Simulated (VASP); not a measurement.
# Hg (Pm-3n) in VASP: single point with PBE

Aim: the single point of Hg with PBE.

Program: VASP 6.6.1. These are calculated values, not measurements. Logs are shortened: lines on timing, memory, paths and dates and some standing lists are left out, and cuts for length are marked.

### Step 1. The cell of the first run

The structure is cubic, space group Pm-3n (No. 223). The conventional cell has a = 6.318 Å, b = 6.318 Å, c = 6.318 Å, α = 90.00°, β = 90.00°, γ = 90.00°. Hg (site symmetry m-3) has 12 Hg at 3.53 Å within 4.6 Å. Hg (site symmetry -4m2) has 14 Hg at 3.16 to 3.87 Å within 4.2 Å.

### Step 2. Single point, PBE

File INCAR:

```
SYSTEM = Hg
PREC = Accurate
ENCUT = 520
EDIFF = 1E-6
ISMEAR = -1
SIGMA = 0.1
LREAL = .FALSE.
LASPH = .TRUE.
NELM = 60
ALGO = Normal
ISIF = 2
LWAVE = .FALSE.
LCHARG = .FALSE.
GGA = PE
NBANDS = 58
```

File KPOINTS:

```
Automatic mesh
0
G
  6 6 6
  0 0 0
```

File POSCAR:

```
Hg
1.0
    6.3182042160      0.0000000000      0.0000000000
    0.0000000000      6.3182042160      0.0000000000
    0.0000000000      0.0000000000      6.3182042160
Hg
8
Direct
    0.0000000000      0.0000000000      0.0000000000
    0.5000000000      0.5000000000      0.5000000000
    0.2500000000      0.0000000000      0.5000000000
    0.7500000000      1.0000000000      0.5000000000
    0.5000000000      0.2500000000      0.0000000000
    0.5000000000      0.7500000000      0.0000000000
    1.0000000000      0.5000000000      0.2500000000
    1.0000000000      0.5000000000      0.7500000000
```

Potentials or basis: VASP PAW PBE potentials, release 64 (Hg).

On the command line:

```console
> cat potpaw_PBE.64/Hg/POTCAR > POTCAR
> mpirun -np 1 vasp_std > vasp.out
```

OUTCAR:

```text
SYSTEM = Hg
   PREC = Accurate
   ENCUT = 520
   EDIFF = 1E-6
   ISMEAR = -1
   LREAL = .FALSE.
   LASPH = .TRUE.
   NELM = 60
   ISIF = 2
   GGA = PE

 ion  position               nearest neighbor table
   1  0.000  0.000  0.000-   3 3.53   4 3.53   5 3.53   6 3.53   7 3.53   8 3.53   3 3.53   4 3.53
                             7 3.53   8 3.53   5 3.53   6 3.53
   2  0.500  0.500  0.500-   3 3.53   4 3.53   5 3.53   6 3.53   7 3.53   8 3.53   5 3.53   6 3.53
                             3 3.53   4 3.53   7 3.53   8 3.53
   3  0.250  0.000  0.500-   4 3.16   4 3.16   1 3.53   1 3.53   2 3.53   2 3.53   8 3.87   5 3.87
                             5 3.87   6 3.87   6 3.87   7 3.87   8 3.87   7 3.87
   4  0.750  0.000  0.500-   3 3.16   3 3.16   1 3.53   1 3.53   2 3.53   2 3.53   8 3.87   5 3.87
                             5 3.87   6 3.87   6 3.87   7 3.87   8 3.87   7 3.87
   5  0.500  0.250  0.000-   6 3.16   6 3.16   1 3.53   2 3.53   2 3.53   1 3.53   8 3.87   4 3.87
                             3 3.87   4 3.87   3 3.87   7 3.87   7 3.87   8 3.87
   6  0.500  0.750  0.000-   5 3.16   5 3.16   1 3.53   2 3.53   2 3.53   1 3.53   8 3.87   4 3.87
                             3 3.87   4 3.87   3 3.87   7 3.87   7 3.87   8 3.87
   7  0.000  0.500  0.250-   8 3.16   8 3.16   1 3.53   2 3.53   1 3.53   2 3.53   3 3.87   4 3.87
                             5 3.87   3 3.87   4 3.87   6 3.87   5 3.87   6 3.87
   8  0.000  0.500  0.750-   7 3.16   7 3.16   1 3.53   2 3.53   1 3.53   2 3.53   3 3.87   4 3.87
                             5 3.87   3 3.87   4 3.87   6 3.87   5 3.87   6 3.87

  LATTYP: Found a simple cubic cell.
 ALAT       =     6.3182042160

  Lattice vectors:

 A1 = (   6.3182042160,   0.0000000000,   0.0000000000)
 A2 = (   0.0000000000,   6.3182042160,   0.0000000000)
 A3 = (   0.0000000000,   0.0000000000,   6.3182042160)

Analysis of symmetry for initial positions (statically):
=====================================================================
 Subroutine PRICEL returns:
 Original cell was already a primitive cell.

 Routine SETGRP: Setting up the symmetry group for a
 simple cubic supercell.

 Subroutine GETGRP returns: Found 48 space group operations
 (whereof 24 operations were pure point group operations)
 out of a pool of 48 trial point group operations.

The static configuration has the point symmetry T_h .
 The point group associated with its full space group is O_h .

Analysis of symmetry for dynamics (positions and initial velocities):
=====================================================================
 Subroutine PRICEL returns:
 Original cell was already a primitive cell.

 Routine SETGRP: Setting up the symmetry group for a
 simple cubic supercell.

 Subroutine GETGRP returns: Found 48 space group operations
 (whereof 24 operations were pure point group operations)
 out of a pool of 48 trial point group operations.

The dynamic configuration has the point symmetry T_h .
 The point group associated with its full space group is O_h .

 Subroutine INISYM returns: Found 48 space group operations
 (whereof 24 operations are pure point group operations),
 and found     1 'primitive' translations

----------------------------------------------------------------------------------------

                                     Primitive cell

  volume of cell :     252.2208

  direct lattice vectors                    reciprocal lattice vectors
     6.318204216  0.000000000  0.000000000     0.158272820  0.000000000  0.000000000
     0.000000000  6.318204216  0.000000000     0.000000000  0.158272820  0.000000000
     0.000000000  0.000000000  6.318204216     0.000000000  0.000000000  0.158272820

  length of vectors
     6.318204216  6.318204216  6.318204216     0.158272820  0.158272820  0.158272820

  position of ions in fractional coordinates (direct lattice)
     0.000000000  0.000000000  0.000000000
     0.500000000  0.500000000  0.500000000
     0.250000000  0.000000000  0.500000000
     0.750000000  0.000000000  0.500000000
     0.500000000  0.250000000  0.000000000
     0.500000000  0.750000000  0.000000000
     0.000000000  0.500000000  0.250000000
     0.000000000  0.500000000  0.750000000

  ion indices of the primitive-cell ions
   primitive index   ion index
                 1           1
                 2           2
                 3           3
                 4           4
                 5           5
                 6           6
                 7           7
                 8           8

----------------------------------------------------------------------------------------

 KPOINTS: Automatic mesh

Automatic generation of k-mesh.
 Grid dimensions read from file:
 generate k-points for:    6    6    6

 Generating k-lattice:

  Cartesian coordinates                     Fractional coordinates (reciprocal lattice)
     0.026378803  0.000000000  0.000000000     0.166666667  0.000000000  0.000000000
     0.000000000  0.026378803  0.000000000     0.000000000  0.166666667  0.000000000
     0.000000000  0.000000000  0.026378803     0.000000000  0.000000000  0.166666667

  Length of vectors
     0.026378803  0.026378803  0.026378803

  Shift w.r.t. Gamma in fractional coordinates (k-lattice)
     0.000000000  0.000000000  0.000000000

 Subroutine IBZKPT returns following result:
 ===========================================

 Found     20 irreducible k-points:

 Following reciprocal coordinates:
            Coordinates               Weight
  0.000000  0.000000  0.000000      1.000000
  0.166667  0.000000  0.000000      6.000000
  0.333333  0.000000  0.000000      6.000000
  0.500000  0.000000  0.000000      3.000000
  0.166667  0.166667  0.000000     12.000000
  0.333333  0.166667  0.000000     24.000000
[... 12 lines left out ...]
  0.500000  0.500000  0.333333      6.000000
  0.500000  0.500000  0.500000      1.000000
   k-points           NKPTS =     20   k-points in BZ     NKDIM =     20   number of bands    NBANDS=     58
   number of dos      NEDOS =    301   number of ions     NIONS =      8
   total plane-waves  NPLWV = 110592
   dimension x,y,z NGX =    48 NGY =   48 NGZ =   48
   dimension x,y,z NGXF=    96 NGYF=   96 NGZF=   96
   ions per type =               8
   NGX,Y,Z   is equivalent  to a cutoff of  12.63, 12.63, 12.63 a.u.
   NGXF,Y,Z  is equivalent  to a cutoff of  25.26, 25.26, 25.26 a.u.
 SYSTEM =  Hg
   PREC   = accura    normal or accurate (medium, high low for compatibility)
   ISTART =      0    job   : 0-new  1-cont  2-samecut
   ICHARG =      2    charge: 1-file 2-atom 10-const
   ISPIN  =      1    spin polarized calculation?
   LNONCOLLINEAR =      F non collinear calculations
   LSORBIT =      F    spin-orbit coupling
   LASPH  =      T    aspherical Exc in radial PAW
   ENCUT  =  520.0 eV  38.22 Ry    6.18 a.u.  11.75 11.75 11.75*2*pi/ulx,y,z
   NELM   =     60;   NELMIN=  2; NELMDL= -5     # of ELM steps
   EDIFF  = 0.1E-05   stopping-criterion for ELM
   LREAL  =      F    real-space projection
   EDIFFG = 0.1E-04   stopping-criterion for IOM
   NSW    =      0    number of steps for IOM
   IBRION =     -1    ionic relax: 0-MD 1-quasi-New 2-CG
   NFREE  =      0    steps in history (QN), initial steepest desc. (CG)
   ISIF   =      2    stress and relaxation
   ISYM   =      2    0-nonsym 1-usesym 2-fastsym
   POTIM  = 0.5000    time-step for ionic-motion
   TEBEG  =    0.0;   TEEND  =   0.0 temperature during run
   PSTRESS=    0.0 pullay stress
   NELECT =      96.0000    total number of electrons
   NUPDOWN=      -1.0000    fix difference up-down
   EMIN   =  10.00;   EMAX   =-10.00  energy-range for DOS
   EFERMI =   0.00;   METHOD = LEGACY
   ISMEAR =    -1;   SIGMA  =   0.10  broadening in eV -4-tet -1-fermi 0-gaus
   EFERMI_NEDOS =   21; number of points for ismear=-14 and -15
   IALGO  =     38    algorithm
   IMIX   =      4    mixing-type and parameters
     AMIX     =   0.40;   BMIX     =  1.00
     AMIX_MAG =   1.60;   BMIX_MAG =  1.00
  volume/ion in A,a.u.               =      31.53       212.76
  Fermi-wavevector in a.u.,A,eV,Ry     =   1.186419  2.242008 19.151439  1.407591
  Thomas-Fermi vector in A             =   2.322593
   LORBIT       =      0    0 simple, 1 ext, 2 COOP (PROOUT), +10 PAW based schemes
   GGA     = PE    functional components
   LHFCALC =     F    Hartree Fock is set to
   AEXX    =    0.0000 exact exchange contribution
   IVDW    =     0    specifies the selected vdW correction
   LEPSILON=     F    determine dielectric tensor
   LRPA    =     F    only Hartree local field effects (RPA)
 non-spin polarized calculation
  energy-cutoff  :      520.00
  volume of cell :      252.22
 maximum number of plane-waves:      6859
 NGX is ok and might be reduce to    48
   NGX = 23   NGY = 23   NGZ = 23

 number of electron      96.0000021 magnetization

 Free energy of the ion-electron system (eV)
  ---------------------------------------------------
  ext. energy  EPLUGINS =         0.00000000
  ---------------------------------------------------
  free energy    TOTEN  =        -1.43041072 eV

  energy without entropy =       -1.42410590  energy(sigma->0) =       -1.42725831

 E-fermi :   0.6502     XC(G=0):  -9.2976

 val. band max:        0.3510851073   @ k =   0.0000   0.0000   0.0000
 cond. band min:       0.9194075078   @ k =   0.5000   0.0000   0.0000
 fundamental gap:      0.5683224005
 Fermi energy:         0.6502450525

 k-point     1 :       0.0000    0.0000    0.0000
  band No.  band energies     occupation
      1      -6.3633      2.00000
      2      -6.1834      2.00000
      3      -6.1834      2.00000
      4      -5.8410      2.00000
      5      -5.7687      2.00000
      6      -5.7687      2.00000
[... 50 lines left out ...]
     57       4.8780      0.00000
     58       4.8780      0.00000

 k-point     2 :       0.1667    0.0000    0.0000
  band No.  band energies     occupation
      1      -6.2861      2.00000
      2      -6.1817      2.00000
      3      -6.1085      2.00000
      4      -5.8378      2.00000
      5      -5.7914      2.00000
      6      -5.7493      2.00000
[... 1093 lines left out ...]
      2      -5.6787      2.00000
      3      -5.6787      2.00000
      4      -5.6787      2.00000
      5      -5.6787      2.00000
      6      -5.6787      2.00000
[... 50 lines left out ...]
     57       7.1857      0.00000
     58       7.1857      0.00000

------------------------ aborting loop because EDIFF is reached ----------------------------------------

  FORCE on cell =-STRESS in cart. coord.  units (eV):
  Direction    XX          YY          ZZ          XY          YZ          ZX
  --------------------------------------------------------------------------------------
  -------------------------------------------------------------------------------------
  Total        0.1293486      0.1293486      0.1293486     -0.0000000      0.0000000      0.0000000
  in kB        0.8216585      0.8216585      0.8216585     -0.0000000      0.0000000      0.0000000
  external PRESSURE =       0.8216585 kB  Pullay stress =       0.0000000 kB

 VOLUME and BASIS-vectors are now :
 -----------------------------------------------------------------------------
  energy-cutoff  :      520.00
  volume of cell :      252.22
      direct lattice vectors                 reciprocal lattice vectors
     6.318204216  0.000000000  0.000000000     0.158272820  0.000000000  0.000000000
     0.000000000  6.318204216  0.000000000     0.000000000  0.158272820  0.000000000
     0.000000000  0.000000000  6.318204216     0.000000000  0.000000000  0.158272820

 POSITION                                       TOTAL-FORCE (eV/Angst)
 -----------------------------------------------------------------------------------
      0.00000      0.00000      0.00000         0.000000     -0.000000     -0.000000
      3.15910      3.15910      3.15910         0.000000     -0.000000     -0.000000
      1.57955      0.00000      3.15910         0.000000     -0.000000     -0.000000
      4.73865      0.00000      3.15910        -0.000000     -0.000000      0.000000
      3.15910      1.57955      0.00000         0.000000     -0.000000      0.000000
      3.15910      4.73865      0.00000        -0.000000      0.000000     -0.000000
      0.00000      3.15910      1.57955        -0.000000     -0.000000     -0.000000
      0.00000      3.15910      4.73865        -0.000000      0.000000     -0.000000
 -----------------------------------------------------------------------------------
    total drift:                                0.000000     -0.000000      0.000000

  FREE ENERGIE OF THE ION-ELECTRON SYSTEM (eV)
  ---------------------------------------------------
  free  energy   TOTEN  =        -1.4304107202 eV

  energy  without entropy=       -1.4241059010  energy(sigma->0) =       -1.42725831
```

Wall time 6 min (1 thread of Intel Xeon 8259CL, shared host); peak memory 0.43 GiB.

What came out:

```yaml
Free_energy: -1.4304 eV
Pressure: 0.1 GPa
Band_gap_on_the_k_mesh: 0.57 eV (least direct gap 0.91 eV)
```

Levels at points of the mesh, in eV from the valence-band top:
| k point | band 45 | band 46 | band 47 | band 48 | band 49 | band 50 | band 51 | band 52 |
| --- | --- | --- | --- | --- | --- | --- | --- | --- |
| (0.00, 0.00, 0.00) | -1.30 | -1.30 | -1.30 | 0.00 | 1.83 | 1.83 | 1.83 | 2.13 |
| (0.50, 0.00, 0.00) | -1.38 | -1.38 | -0.59 | -0.59 | 0.57 | 0.57 | 2.42 | 2.42 |
| (0.50, 0.50, 0.00) | -1.46 | -0.83 | -0.83 | -0.17 | 0.74 | 1.55 | 1.55 | 2.40 |
| (0.50, 0.50, 0.50) | -3.17 | -3.17 | -3.00 | -3.00 | 4.57 | 4.57 | 4.57 | 4.57 |

Caveat: spin-orbit coupling is left out, which moves the levels of the heavy elements. A k mesh can miss the band edges.
